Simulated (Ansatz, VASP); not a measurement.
# InAs: VASP beside Ansatz

The input INCAR:

```
SYSTEM = InAs
PREC = Accurate ; ENCUT = 500
EDIFF = 1E-6 ; ISMEAR = 1
SIGMA = 0.001 ; LREAL = .FALSE.
LASPH = .TRUE. ; NELM = 120
ALGO = Normal ; ISIF = 2
LWAVE = .FALSE. ; LCHARG = .FALSE.
GGA = PS ; NBANDS = 26
GGA_COMPAT = .FALSE.
```

The input KPOINTS:

```
Automatic mesh
0
G
  6 6 4
  0 0 0
```

File POSCAR:

```
InAs
1.0
    3.9653011097      0.0000000000      0.0000000000
   -1.9826505549      3.4340514946      0.0000000000
    0.0000000000      0.0000000000      6.8488974507
In As
2 2
Direct
    0.0000000000      0.0000000000      0.0000000000
    0.0000000000      0.0000000000      0.5000000000
    0.3333333333      0.6666666667      0.2500000000
    0.6666666667      0.3333333333      0.7500000000
```

Input for Ansatz:

```yaml
crystal:
  lattice:
    - [3.9653011097, 0.0, 0.0]
    - [-1.9826505549, 3.4340514946, 0.0]
    - [0.0, 0.0, 6.8488974507]
  atoms:
    - { symbol: In, position: [0.0, 0.0, 0.0] }
    - { symbol: In, position: [0.0, 0.0, 0.5] }
    - { symbol: As, position: [0.3333333333, 0.6666666667, 0.25] }
    - { symbol: As, position: [0.6666666667, 0.3333333333, 0.75] }
kpoints:
  mp_grid: { grid: [6, 6, 4] }
hamiltonian:
  xc: pbesol
scf:
  occupations: { method: methfessel_paxton, width: 0.001 }
  n_extra_bands: 5
output:
  forces: true
  stress: true
  eigenvalues: true
```

Alike in both runs: task single point; functional PBEsol; k mesh 6 × 6 × 4; occupations methfessel-paxton of order 1, width 0.001 eV; no spin polarisation.

|  | VASP | Ansatz |
| --- | --- | --- |
| version | VASP 6.6.1 | Ansatz 0.2.0 |
| potentials or method | VASP PAW PBE potentials, release 64 (In_d, As) | plane waves |
| plane-wave cutoff (eV) | 500 | 420 |
| valence electrons in the cell | 36 | 56 |

```csv
,VASP,Ansatz,Ansatz less VASP
pressure (GPa),-1.0,-1.1,-0.09
"traceless stress, the component that is largest in VASP (GPa)",0.71,0.70,-0.006
```

VASP's potentials were made for PBE, not for PBEsol. VASP's potentials hold 36 valence electrons a cell and Ansatz's 56, so a difference there can come from the potentials and not from the codes.
